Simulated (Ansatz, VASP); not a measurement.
# Two plane-wave programs on ZnS

```
CELL_PARAMETERS angstrom
3.82270 0.00000 0.00000
-1.91135 3.31056 0.00000
0.00000 0.00000 6.26070
ATOMIC_POSITIONS crystal
Zn 0.33333 0.66667 0.00000
Zn 0.66667 0.33333 0.50000
S 0.33333 0.66667 0.37480
S 0.66667 0.33333 0.87480
```

Alike in both runs: task electric field gradients; functional PBEsol; k mesh 13 × 13 × 7; occupations fermi-dirac, width 0.02 eV; no spin polarisation.

|  | VASP | Ansatz |
| --- | --- | --- |
| version | VASP 6.6.1 | Ansatz 0.2.0 |
| potentials or method | VASP PAW PBE potentials, release 64 (Zn, S) | plane-wave PAW, scalar-relativistic |
| plane-wave cutoff (eV) | 520 | 420 |
| valence electrons in the cell | 36 | 36 |

|  | VASP | Ansatz | Ansatz less VASP |
| --- | --- | --- | --- |
| gap on the k mesh at the Fermi level (eV) | 2.03 | 2.03 | -0.005 |
| pressure (GPa) | -2.0 | -2.2 | -0.18 |
| traceless stress, the component that is largest in VASP (GPa) | 0.08 | 0.07 | -0.005 |
| size of Vzz on the site where it differs most (V/Å²) | 0.6 | 0.5 | -0.11 |

VASP's potentials were made for PBE, not for PBEsol. The functional is the same, so the differences come from potentials, cutoffs and numerics.
